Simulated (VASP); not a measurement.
Runs of VASP 6.6.1 on CdTe. The structure is that of space group F-43m (No. 216), or close to it. The cells are those of the table. 

| cell | gap on the mesh (eV) | pressure (GPa) |
| --- | --- | --- |
| a = 4.440 Å, angles 60.0°, 2 atoms | 0.95 | 5.4 |
| a = 4.487 Å, angles 60.0°, 2 atoms | 0.85 | 3.5 |
| a = 4.621 Å, angles 60.0°, 2 atoms | (b) | (c) |
| a = 4.577 Å, angles 60.0°, 2 atoms | 0.67 | (a) |

Alike in all rows: task single point; level PBEsol; potentials or basis VASP PAW PBE potentials, release 64 (Cd, Te); no spin polarisation; k mesh 6 × 6 × 6; cutoff (eV) 500; smearing gaussian 0.01 eV.

Q: Estimate the missing entries.

A: (a) 0.5; (b) 0.59; (c) -0.7.

Caveats: the PAW data sets were made with another functional, which shifts forces and pressure a little; spin-orbit coupling is left out, which moves the levels of the heavy elements.

A k mesh can miss the band edges, and the runs leave out spin-orbit coupling on Cd, Te.
